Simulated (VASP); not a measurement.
Write the native input for VASP 6.6.1 that does the following.

- Task: single point
- Functional: PBE
- Potentials or basis: VASP PAW PBE potentials, release 64 (Ga_d, N)
- Cutoff: 520 eV
- k mesh: 8 × 8 × 8
- Occupations: gaussian, width 0.01 eV
- Spin: no spin polarisation
- Dipole correction: no
- Further INCAR settings: ALGO = Normal; EDIFF = 1e-07; NBANDS = 16

The structure of GaN lies in POSCAR:

```
GaN
1.0
    0.0000000000      2.1085153689      2.1085153689
    2.1085153689      0.0000000000      2.1085153689
    2.1085153689      2.1085153689      0.0000000000
Ga N
1 1
Direct
    0.5000000000      0.5000000000      0.5000000000
    0.0000000000      0.0000000000      0.0000000000
```

One way to write it, as run:

INCAR

```
PREC     = Accurate       # precision mode
ENCUT    = 520            # plane-wave cutoff, eV
EDIFF    = 1E-7           # SCF threshold, eV
ISMEAR   = 0              # smearing method
SIGMA    = 0.01           # smearing width, eV
LREAL    = F              # projectors in reciprocal space
LASPH    = T              # aspherical terms in the spheres
NELM     = 80             # most SCF steps
ALGO     = Normal         # electronic algorithm
ISIF     = 2              # what is computed and relaxed
LWAVE    = F              # write WAVECAR
LCHARG   = F              # write CHGCAR
GGA      = PE             # functional
NBANDS   = 16             # bands
```

KPOINTS

```
regular mesh
0
Gamma
  8 8 8
```

Potentials or basis: VASP PAW PBE potentials, release 64 (Ga_d, N).

Command:

```sh
$ cat potpaw_PBE.64/Ga_d/POTCAR potpaw_PBE.64/N/POTCAR > POTCAR
$ mpirun -np 1 vasp_std > vasp.out
```

It gave:

* Pressure: 9.1 GPa
* Band gap on the k mesh: 0.65 eV, indirect (least direct gap 2.83 eV)

It took 6 s on 1 thread of Intel(R) Xeon(R) Platinum 8375C CPU @ 2.90GHz (Ice Lake), with other jobs on the host, peak memory 0.14 GiB.
